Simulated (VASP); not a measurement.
Here is a VASP 6.6.1 calculation.

POSCAR

```
HgTe
1.0
    0.0000000000      3.1710554852      3.1710554852
    3.1710554852      0.0000000000      3.1710554852
    3.1710554852      3.1710554852      0.0000000000
Hg Te
1 1
Direct
    0.0000000000      0.0000000000      0.0000000000
    0.7500000000      0.7500000000      0.7500000000
```

INCAR.step1

```
SYSTEM = HgTe
  PREC = Accurate
  ENCUT = 520
  ISMEAR = -1
  SIGMA = 0.05
  LREAL = .FALSE.
  LASPH = .TRUE.
  NELM = 80
  NBANDS = 16
  GGA = PE
  ALGO = Normal
  EDIFF = 1E-4
  LWAVE = .TRUE.
  LCHARG = .FALSE.
```

The input INCAR.step2:

```
SYSTEM = HgTe
  PREC = Accurate
  ENCUT = 520
  EDIFF = 1E-7
  ISMEAR = -1
  SIGMA = 0.05
  LREAL = .FALSE.
  LASPH = .TRUE.
  NELM = 80
  ALGO = Normal
  ISIF = 2
  LWAVE = .FALSE.
  LCHARG = .FALSE.
  METAGGA = R2SCAN
  LMIXTAU = .TRUE.
  IVDW = 12
  VDW_S6 = 1.0
  VDW_S8 = 0.78981345
  VDW_A1 = 0.49484001
  VDW_A2 = 5.73083694
  NBANDS = 16
  ISTART = 1
```

File KPOINTS:

```
regular mesh
0
G
  7 7 7
  0 0 0
```

Potentials or basis: VASP PAW PBE potentials, release 64 (Hg, Te).

The run is started by

```console
$ cat potpaw_PBE.64/Hg/POTCAR potpaw_PBE.64/Te/POTCAR > POTCAR
$ cp INCAR.step1 INCAR
$ mpirun -np 1 vasp_std > vasp.out
$ cp INCAR.step2 INCAR
$ mpirun -np 1 vasp_std > vasp.out
```

**Question.** Estimate the pressure.

**Answer.** 4.9 GPa.

**Question.** Predict the band gap on the k mesh.

**Answer.** Zero (filled and empty bands touch).

Caveat: the PAW data sets were made with another functional, which shifts forces and pressure a little; spin-orbit coupling is left out, which moves the levels of the heavy elements; pairwise dispersion overbinds metals, which lowers pressure and volume.
